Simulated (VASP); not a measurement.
Runs of VASP 6.6.1 on TiO2. The structure is that of space group P3_121 (No. 152), or close to it. The cells are those of the table. 

```tsv
level	U	cell	k mesh	smearing	gap on the mesh (eV)	pressure (GPa)	largest force (eV/Å)
PBE	-	a = 5.582, b = 5.582, c = 6.082 Å, angles 90.0, 90.0, 120.0°, 9 atoms	6 × 6 × 5	gaussian 0.015 eV	3.61	1.9	0.09
r2SCAN+D3(BJ)	-	a = 5.420, b = 5.420, c = 5.909 Å, angles 90.0, 90.0, 120.0°, 9 atoms	6 × 6 × 5	fermi-dirac 0.05 eV	4.14	(a)	0.08
RPBE+D4	-	a = 5.658, b = 5.658, c = 6.177 Å, angles 90.0, 90.0, 120.0°, 9 atoms	6 × 6 × 5	fermi-dirac 0.05 eV	3.52	0.3	0.03
PBE+D3(BJ)	-	a = 5.477, b = 5.477, c = 5.962 Å, angles 90.0, 90.0, 120.0°, 9 atoms	6 × 6 × 5	fermi-dirac 0.05 eV	3.62	0.5	0.05
PBE	-	a = 5.694, b = 5.694, c = 6.082 Å, angles 90.0, 90.0, 120.0°, 9 atoms	5 × 5 × 4	fermi-dirac 0.05 eV	3.47	(b)	0.04
revPBE+D4	-	a = 5.651, b = 5.651, c = 6.174 Å, angles 90.0, 90.0, 120.0°, 9 atoms	6 × 6 × 5	fermi-dirac 0.05 eV	3.53	0.4	0.03
PBEsol+U	Ti d U = 6.0 eV	a = 5.745, b = 5.745, c = 6.303 Å, angles 90.0, 90.0, 120.0°, 9 atoms	6 × 6 × 5	fermi-dirac 0.05 eV	(d)	(c)	0.33
PBE	-	a = 5.471, b = 5.471, c = 6.082 Å, angles 90.0, 90.0, 120.0°, 9 atoms	5 × 5 × 4	fermi-dirac 0.05 eV	3.58	1.9	0.05
```

Alike in all rows: task single point; potentials or basis VASP PAW PBE potentials, release 64 (Ti_sv, O); no spin polarisation; cutoff (eV) 520.

Question: Fill in the values left out.

Answer: (a) 0.8; (b) 1.0; (c) 4.9; (d) 4.19.

Caveats: the PAW data sets were made with another functional, which shifts forces and pressure a little (some runs).

A k mesh can miss the band edges.
